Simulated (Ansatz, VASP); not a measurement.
## One calculation of HgTe, two programs

File INCAR:

```
ALGO = Normal
EDIFF = 1E-8
ENCUT = 520
GGA = PE
ISIF = 2
ISMEAR = -1
LASPH = True
LCHARG = False
LEFG = True
LREAL = False
LWAVE = False
NBANDS = 16
NELM = 100
PREC = Accurate
SIGMA = 0.03
```

KPOINTS

```
k-points
0
Gamma
  11 11 11
```

Contents of POSCAR:

```
HgTe
1.0
    0.0000000000      3.1688538499      3.1688538499
    3.1688538499      0.0000000000      3.1688538499
    3.1688538499      3.1688538499      0.0000000000
Hg Te
1 1
Direct
    0.0000000000      0.0000000000      0.0000000000
    0.7500000000      0.7500000000      0.7500000000
```

Input for Ansatz:

```yaml
crystal:
  lattice:
    - [0.0, 3.1688538499, 3.1688538499]
    - [3.1688538499, 0.0, 3.1688538499]
    - [3.1688538499, 3.1688538499, 0.0]
  atoms:
    - { symbol: Hg, position: [0.0, 0.0, 0.0] }
    - { symbol: Te, position: [0.75, 0.75, 0.75] }
kpoints:
  mp_grid: { grid: [11, 11, 11] }
scf:
  occupations: { method: fermi_dirac, width: 0.03 }
hamiltonian:
  xc: pbe
  pseudopotentials: { kind: all_electron, datasets: crystal }
output:
  forces: true
  stress: true
  eigenvalues: true
  efg: { contact_densities: true }
```

Change from the starting cell: volume scaled by 0.95, crystal datasets.

Alike in both runs: task electric field gradients; functional PBE; k mesh 11 × 11 × 11; occupations fermi-dirac, width 0.03 eV; no spin polarisation.

|  | VASP | Ansatz |
| --- | --- | --- |
| version | VASP 6.6.1 | Ansatz 0.2.0 |
| potentials or method | VASP PAW PBE potentials, release 64 (Hg, Te), cutoff 520 eV | all-electron PAW with datasets made for the crystal, scalar-relativistic |

VASP gave:

| Item | Value |
| --- | --- |
| pressure (GPa) | 7.3 |

Problem. Which values does Ansatz return?

Solution. Pressure (GPa): 7.2.

Ansatz ran all-electron here, and VASP with PAW potentials.

Neither program's run includes spin-orbit coupling.
